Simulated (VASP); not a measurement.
Set up this calculation in VASP 6.6.1, as the native input.

```yaml
Task: single point
Functional: PBE
Potentials_or_basis: VASP PAW PBE potentials, release 64 (Ba_sv, Be, Ag)
Cutoff: 520 eV
k_mesh: 8 × 8 × 4
Occupations: gaussian, width 0.1 eV
Spin: no spin polarisation
Dipole_correction: no
Further_INCAR_settings: ALGO = Fast; EDIFF = 1e-07; NBANDS = 41
```

The structure of BaBe4Ag lies in POSCAR:

```
BaBe4Ag
1.0
    4.4150085003      0.0000000000      0.0000000000
    0.0000000000      4.4150085003      0.0000000000
    0.0000000000      0.0000000000      9.5133795942
Ba Be Ag
2 8 2
Direct
    0.0000000000      0.0000000000      0.0000000000
    0.5000000000      0.5000000000      0.0000000000
    0.3297103980      0.8297103980      0.2989584381
    0.1702896020      0.3297103980      0.2989584381
    0.6702896020      0.1702896020      0.2989584381
    0.8297103980      0.6702896020      0.2989584381
    0.3297103980      0.1702896020      0.7010415619
    0.1702896020      0.6702896020      0.7010415619
    0.6702896020      0.8297103980      0.7010415619
    0.8297103980      0.3297103980      0.7010415619
    0.0000000000      0.0000000000      0.5000000000
    0.5000000000      0.5000000000      0.5000000000
```

The input as run:

INCAR

```
ALGO = Fast
EDIFF = 1E-7
ENCUT = 520
GGA = PE
ISIF = 2
ISMEAR = 0
LASPH = T
LCHARG = T
LELF = T
LREAL = F
LVHAR = T
LWAVE = F
NBANDS = 41
NELM = 60
PREC = Accurate
SIGMA = 0.1
```

KPOINTS

```
k-points
0
Gamma
  8 8 4
```

Potentials or basis: VASP PAW PBE potentials, release 64 (Ba_sv, Be, Ag).

Launch:

```sh
$ cat potpaw_PBE.64/Ba_sv/POTCAR potpaw_PBE.64/Be/POTCAR potpaw_PBE.64/Ag/POTCAR > POTCAR
$ mpirun -np 1 vasp_std > vasp.out
```

Results of the run:

| Item | Value |
| --- | --- |
| Pressure | 0.9 GPa |
| Largest force | 0.022 eV/Å |
| Band gap on the k mesh | zero (bands 29 and 30 overlap by 1.81 eV) |

Caveat: spin-orbit coupling is left out, which moves the levels of the heavy elements.

Wall time 16 min on 1 thread of Intel Xeon 8259CL, with other jobs on the host, peak memory 0.5 GiB.
